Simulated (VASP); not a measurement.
# H12CO8 in VASP: single point with PBE

Aim: the single point of H12CO8 with PBE.

All numbers are computed with VASP 6.6.1; they aren't measurements. Logs are shortened: lines on timing, memory, paths and dates and some standing lists are left out, and cuts for length are marked.

## (1) The cell of the first run

The cell holds an amorphous packing of atoms, 21 atoms: a = 6.050 Å, b = 6.050 Å, c = 6.050 Å, α = 90.00°, β = 90.00°, γ = 90.00°.

## (2) Single point, PBE

INCAR

```
PREC = Accurate ; ENCUT = 520
EDIFF = 1E-6 ; ISMEAR = -1
SIGMA = 0.05 ; LREAL = False
LASPH = True ; NELM = 120
ALGO = Normal ; ISIF = 2
LWAVE = False ; LCHARG = False
GGA = PE ; NBANDS = 48
GGA_COMPAT = False
```

KPOINTS

```
regular mesh
0
Gamma
  1 1 1
```

POSCAR

```
H12CO8
1.0
    6.0495890000      0.0000000000      0.0000000000
    0.0000000000      6.0495890000      0.0000000000
    0.0000000000      0.0000000000      6.0495890000
O H C
8 12 1
Direct
    0.3914469291      0.4382359283      0.1594403618
    0.9051902285      0.8909493656      0.6996589649
    0.2426917993      0.8094222976      0.3403192036
    0.8197794357      0.5656084001      0.2911479000
    0.5928969186      0.5777430394      0.7844896875
    0.5181679675      0.1201294497      0.5391069517
   -0.0123159574      0.1344567554      1.1154029335
    0.0834594105      0.3498880987      0.8084028631
    0.4832312805      0.4801673376      0.0294045762
    0.4913743336      0.3647503834      0.2626573995
    0.7927048765      0.9818404157      0.6236924938
    1.0163449858      0.8556149398      0.5867730442
    0.1762340802      0.8969230711      0.2222214903
    0.3065481773      0.6722714572      0.2687546824
    0.7538692695      0.7033460816      0.2410986397
    0.9686961498      0.6081762295      0.3353424253
    0.7210305801      0.6790884091      0.7630090736
    0.5975569059      0.4839901296      0.6539061494
    0.4317307247      0.1499035774      0.6719581967
    0.4285712819      0.0037523723      0.4647348892
    0.0360158224      0.2443097610      0.9629690735
```

Potentials or basis: VASP PAW PBE potentials, release 64 (O, H, C).

Command:

```bash
cat potpaw_PBE.64/O/POTCAR potpaw_PBE.64/H/POTCAR potpaw_PBE.64/C/POTCAR > POTCAR
mpirun -np 1 vasp_gam > vasp.out
```

OUTCAR:

```text
PREC = Accurate
   ENCUT = 520
   EDIFF = 1E-6
   ISMEAR = -1
   LREAL = False
   LASPH = True
   NELM = 120
   ISIF = 2
   GGA = PE

 ion  position               nearest neighbor table
   1  0.391  0.438  0.159-  10 0.98   9 1.00
   2  0.905  0.891  0.700-  12 0.98  11 0.99
   3  0.243  0.809  0.340-  13 0.98  14 1.01
   4  0.820  0.566  0.291-  15 0.97  16 0.97
   5  0.593  0.578  0.784-  18 0.97  17 1.00
   6  0.518  0.120  0.539-  19 0.98  20 1.00
   7  0.988  0.134  0.115-  21 1.17
   8  0.083  0.350  0.808-  21 1.17
   9  0.483  0.480  0.029-   1 1.00
  10  0.491  0.365  0.263-   1 0.98
  11  0.793  0.982  0.624-   2 0.99
  12  0.016  0.856  0.587-   2 0.98
  13  0.176  0.897  0.222-   3 0.98
  14  0.307  0.672  0.269-   3 1.01
  15  0.754  0.703  0.241-   4 0.97
  16  0.969  0.608  0.335-   4 0.97
  17  0.721  0.679  0.763-   5 1.00
  18  0.598  0.484  0.654-   5 0.97
  19  0.432  0.150  0.672-   6 0.98
  20  0.429  0.004  0.465-   6 1.00
  21  0.036  0.244  0.963-   8 1.17   7 1.17

  LATTYP: Found a simple cubic cell.
 ALAT       =     6.0495890000

  Lattice vectors:

 A1 = (   6.0495890000,   0.0000000000,   0.0000000000)
 A2 = (   0.0000000000,   6.0495890000,   0.0000000000)
 A3 = (   0.0000000000,   0.0000000000,   6.0495890000)

Analysis of symmetry for initial positions (statically):
=====================================================================
 Subroutine PRICEL returns:
 Original cell was already a primitive cell.

 Routine SETGRP: Setting up the symmetry group for a
 simple cubic supercell.

 Subroutine GETGRP returns: Found  1 space group operations
 (whereof  1 operations were pure point group operations)
 out of a pool of 48 trial point group operations.

The static configuration has the point symmetry C_1 .

Analysis of symmetry for dynamics (positions and initial velocities):
=====================================================================
 Subroutine PRICEL returns:
 Original cell was already a primitive cell.

 Routine SETGRP: Setting up the symmetry group for a
 simple cubic supercell.

 Subroutine GETGRP returns: Found  1 space group operations
 (whereof  1 operations were pure point group operations)
 out of a pool of 48 trial point group operations.

The dynamic configuration has the point symmetry C_1 .

 Subroutine INISYM returns: Found  1 space group operations
 (whereof  1 operations are pure point group operations),
 and found     1 'primitive' translations

----------------------------------------------------------------------------------------

                                     Primitive cell

  volume of cell :     221.4000

  direct lattice vectors                    reciprocal lattice vectors
     6.049589000  0.000000000  0.000000000     0.165300486  0.000000000  0.000000000
     0.000000000  6.049589000  0.000000000     0.000000000  0.165300486  0.000000000
     0.000000000  0.000000000  6.049589000     0.000000000  0.000000000  0.165300486

  length of vectors
     6.049589000  6.049589000  6.049589000     0.165300486  0.165300486  0.165300486

  position of ions in fractional coordinates (direct lattice)
     0.391446929  0.438235928  0.159440362
     0.905190228  0.890949366  0.699658965
     0.242691799  0.809422298  0.340319204
     0.819779436  0.565608400  0.291147900
     0.592896919  0.577743039  0.784489687
     0.518167967  0.120129450  0.539106952
[... 13 lines left out ...]
     0.428571282  0.003752372  0.464734889
     0.036015822  0.244309761  0.962969073

  ion indices of the primitive-cell ions
   primitive index   ion index
                 1           1
                 2           2
                 3           3
                 4           4
                 5           5
                 6           6
[... 13 lines left out ...]
                20          20
                21          21

----------------------------------------------------------------------------------------

 KPOINTS: regular mesh

Automatic generation of k-mesh.
 Grid dimensions read from file:
 generate k-points for:    1    1    1

 Generating k-lattice:

  Cartesian coordinates                     Fractional coordinates (reciprocal lattice)
     0.165300486  0.000000000  0.000000000     1.000000000  0.000000000  0.000000000
     0.000000000  0.165300486  0.000000000     0.000000000  1.000000000  0.000000000
     0.000000000  0.000000000  0.165300486     0.000000000  0.000000000  1.000000000

  Length of vectors
     0.165300486  0.165300486  0.165300486

  Shift w.r.t. Gamma in fractional coordinates (k-lattice)
     0.000000000  0.000000000  0.000000000

 Subroutine IBZKPT returns following result:
 ===========================================

 Found      1 irreducible k-points:

 Following reciprocal coordinates:
            Coordinates               Weight
  0.000000  0.000000  0.000000      1.000000
   k-points           NKPTS =      1   k-points in BZ     NKDIM =      1   number of bands    NBANDS=     48
   number of dos      NEDOS =    301   number of ions     NIONS =     21
   total plane-waves  NPLWV = 110592
   dimension x,y,z NGX =    48 NGY =   48 NGZ =   48
   dimension x,y,z NGXF=    96 NGYF=   96 NGZF=   96
   ions per type =               8  12   1
   NGX,Y,Z   is equivalent  to a cutoff of  13.19, 13.19, 13.19 a.u.
   NGXF,Y,Z  is equivalent  to a cutoff of  26.38, 26.38, 26.38 a.u.
 SYSTEM =  unknown system
   PREC   = accura    normal or accurate (medium, high low for compatibility)
   ISTART =      0    job   : 0-new  1-cont  2-samecut
   ICHARG =      2    charge: 1-file 2-atom 10-const
   ISPIN  =      1    spin polarized calculation?
   LNONCOLLINEAR =      F non collinear calculations
   LSORBIT =      F    spin-orbit coupling
   LASPH  =      T    aspherical Exc in radial PAW
   ENCUT  =  520.0 eV  38.22 Ry    6.18 a.u.  11.25 11.25 11.25*2*pi/ulx,y,z
   NELM   =    120;   NELMIN=  2; NELMDL= -5     # of ELM steps
   EDIFF  = 0.1E-05   stopping-criterion for ELM
   LREAL  =      F    real-space projection
   EDIFFG = 0.1E-04   stopping-criterion for IOM
   NSW    =      0    number of steps for IOM
   IBRION =     -1    ionic relax: 0-MD 1-quasi-New 2-CG
   NFREE  =      0    steps in history (QN), initial steepest desc. (CG)
   ISIF   =      2    stress and relaxation
   ISYM   =      2    0-nonsym 1-usesym 2-fastsym
   POTIM  = 0.5000    time-step for ionic-motion
   TEBEG  =    0.0;   TEEND  =   0.0 temperature during run
   PSTRESS=    0.0 pullay stress
   NELECT =      64.0000    total number of electrons
   NUPDOWN=      -1.0000    fix difference up-down
   EMIN   =  10.00;   EMAX   =-10.00  energy-range for DOS
   EFERMI =   0.00;   METHOD = LEGACY
   ISMEAR =    -1;   SIGMA  =   0.05  broadening in eV -4-tet -1-fermi 0-gaus
   EFERMI_NEDOS =   21; number of points for ismear=-14 and -15
   IALGO  =     38    algorithm
   IMIX   =      4    mixing-type and parameters
     AMIX     =   0.40;   BMIX     =  1.00
     AMIX_MAG =   1.60;   BMIX_MAG =  1.00
  volume/ion in A,a.u.               =      10.54        71.15
  Fermi-wavevector in a.u.,A,eV,Ry     =   1.082453  2.045539 15.942000  1.171704
  Thomas-Fermi vector in A             =   2.218495
   LORBIT       =      0    0 simple, 1 ext, 2 COOP (PROOUT), +10 PAW based schemes
   GGA     = PE    functional components
   LHFCALC =     F    Hartree Fock is set to
   AEXX    =    0.0000 exact exchange contribution
   IVDW    =     0    specifies the selected vdW correction
   LEPSILON=     F    determine dielectric tensor
   LRPA    =     F    only Hartree local field effects (RPA)
 non-spin polarized calculation
  energy-cutoff  :      520.00
  volume of cell :      221.40
 maximum number of plane-waves:      3016
 NGX is ok and might be reduce to    48
   NGX = 23   NGY = 23   NGZ = 23

 number of electron      63.9999994 magnetization

 Free energy of the ion-electron system (eV)
  ---------------------------------------------------
  ext. energy  EPLUGINS =         0.00000000
  ---------------------------------------------------
  free energy    TOTEN  =      -110.58500950 eV

  energy without entropy =     -110.58500950  energy(sigma->0) =     -110.58500950

 E-fermi :  -1.9877     XC(G=0):  -7.0643

 val. band max:       -3.2986364099   @ k =   0.0000   0.0000   0.0000
 cond. band min:       1.3834785321   @ k =   0.0000   0.0000   0.0000
 fundamental gap:      4.6821149420
 Fermi energy:        -1.9876588065

 k-point     1 :       0.0000    0.0000    0.0000
  band No.  band energies     occupation
      1     -25.2969      2.00000
      2     -24.3013      2.00000
      3     -22.2437      2.00000
      4     -21.8339      2.00000
      5     -21.6394      2.00000
      6     -21.5257      2.00000
[... 36 lines left out ...]
     43       7.2897      0.00000
     44       7.7589      0.00000
 [bands above 44 left out]

------------------------ aborting loop because EDIFF is reached ----------------------------------------

  FORCE on cell =-STRESS in cart. coord.  units (eV):
  Direction    XX          YY          ZZ          XY          YZ          ZX
  --------------------------------------------------------------------------------------
  -------------------------------------------------------------------------------------
  Total        0.9844028      1.0608498      1.3482259      0.5494542      0.0361710      0.8151024
  in kB        7.1237032      7.6769176      9.7565357      3.9761654      0.2617543      5.8985484
  external PRESSURE =       8.1857188 kB  Pullay stress =       0.0000000 kB

 VOLUME and BASIS-vectors are now :
 -----------------------------------------------------------------------------
  energy-cutoff  :      520.00
  volume of cell :      221.40
      direct lattice vectors                 reciprocal lattice vectors
     6.049589000  0.000000000  0.000000000     0.165300486  0.000000000  0.000000000
     0.000000000  6.049589000  0.000000000     0.000000000  0.165300486  0.000000000
     0.000000000  0.000000000  6.049589000     0.000000000  0.000000000  0.165300486

 POSITION                                       TOTAL-FORCE (eV/Angst)
 -----------------------------------------------------------------------------------
      2.36809      2.65115      0.96455         0.004537     -0.011708     -0.030155
      5.47603      5.38988      4.23265        -0.007606      0.045118     -0.196292
      1.46819      4.89667      2.05879        -0.013436      0.083339      0.133620
      4.95933      3.42170      1.76133        -0.070029     -0.007193      0.024610
      3.58678      3.49511      4.74584         0.022008     -0.040962      0.029016
      3.13470      0.72673      3.26138        -0.053609     -0.037076      0.037297
[... 13 lines left out ...]
      2.59268      0.02270      2.81146         0.008664     -0.053763     -0.052185
      0.21788      1.47797      5.82557        -0.031264     -0.082796      0.051934
 -----------------------------------------------------------------------------------
    total drift:                                0.000896     -0.000321     -0.000167

  FREE ENERGIE OF THE ION-ELECTRON SYSTEM (eV)
  ---------------------------------------------------
  free  energy   TOTEN  =      -110.5850095028 eV

  energy  without entropy=     -110.5850095028  energy(sigma->0) =     -110.58500950
```

Run time: 15 s. Hardware: 1 thread of Intel Xeon 6975P-C (Granite Rapids), shared host; peak memory 0.3 GiB.

What came out:

```yaml
Free_energy: -110.5850 eV
Pressure: 0.8 GPa
Largest_force: 0.496 eV/Å
Band_gap_on_the_k_mesh: 4.68 eV
```

Forces on the atoms (eV/Å):
```
O    0.005 -0.012 -0.030
O   -0.008  0.045 -0.196
O   -0.013  0.083  0.134
O   -0.070 -0.007  0.025
O    0.022 -0.041  0.029
O   -0.054 -0.037  0.037
O   -0.110 -0.222  0.344
O    0.106  0.285 -0.392
H    0.007  0.070 -0.165
H    0.040 -0.056  0.100
H   -0.044  0.045  0.042
H   -0.010 -0.033  0.097
H   -0.042  0.062 -0.037
H    0.039 -0.103  0.020
H    0.019 -0.014 -0.039
H    0.068  0.012  0.048
H   -0.009 -0.022  0.053
H    0.009 -0.007 -0.026
H    0.066  0.087 -0.044
H    0.009 -0.054 -0.052
C   -0.031 -0.083  0.052
```

Levels at points of the mesh, in eV from the valence-band top:
```csv
k point,band 29,band 30,band 31,band 32,band 33,band 34,band 35,band 36
"(0.00, 0.00, 0.00)",-0.64,-0.46,-0.17,0.00,4.68,6.57,6.79,8.17
```

Caveat: the k points lie up to 1.04 Å⁻¹ apart.
